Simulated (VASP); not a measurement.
## Cu12O: single point with PBE

The system is Cu12O, a slab with vacuum.

```
Cu O
1.0
     5.13324    0.00000    0.00000
    -2.56662    4.44552    0.00000
     0.00000    0.00000   19.62363
Cu O
12 1
Direct
  0.33333 0.16667 0.20384
  0.33333 0.66667 0.20384
  0.83333 0.16667 0.20384
  0.83333 0.66667 0.20384
  0.16667 0.33333 0.30890
  0.16667 0.83333 0.30890
  0.66667 0.33333 0.30890
  0.66667 0.83333 0.30890
  0.00000 0.00000 0.41397
  0.00000 0.50000 0.41397
  0.50000 0.00000 0.41397
  0.50000 0.50000 0.41397
  0.08333 0.16667 0.49279
```

```
Program             : VASP 6.6.1
Task                : single point
Functional          : PBE
Potentials or basis : VASP PAW PBE potentials, release 64 (Cu, O)
Cutoff              : 520 eV
k mesh              : 6 × 6 × 1
Occupations         : gaussian, width 0.1 eV
Spin                : no spin polarisation
```

- Largest force: 1.616 eV/Å
- Band gap on the k mesh: zero (bands 69 and 70 overlap by 0.37 eV)

Forces in eV/Å, atoms in the order of the input:
```
Cu   0.012  0.005 -0.039
Cu   0.000  0.005 -0.095
Cu  -0.012  0.005 -0.039
Cu   0.000 -0.006 -0.164
Cu   0.000  0.036 -0.116
Cu  -0.040 -0.056  0.094
Cu   0.000  0.047  0.055
Cu   0.040 -0.056  0.094
Cu   0.000 -1.149 -0.896
Cu   0.220 -0.208  0.439
Cu   0.000 -0.020  0.050
Cu  -0.220 -0.208  0.439
O    0.000  1.606  0.176
```

Levels at points of the mesh, in eV from the Fermi level:
```
           k point  band 67  band 68  band 69  band 70  band 71  band 72
(0.00, 0.00, 0.00)    -0.51     0.03     0.22     0.26     0.83     1.14
(0.50, 0.00, 0.00)    -0.78    -0.50    -0.05     0.07     0.83     0.91
(0.00, 0.50, 0.00)    -0.87    -0.39    -0.03     0.07     0.81     1.03
```

It took 20 min on 1 thread of Intel(R) Xeon(R) Platinum 8488C (Sapphire Rapids) (shared host), peak memory 0.72 GiB.

With open d or f shells a metallic result of PBE can be an artefact of self-interaction; +U or a hybrid may open a gap.
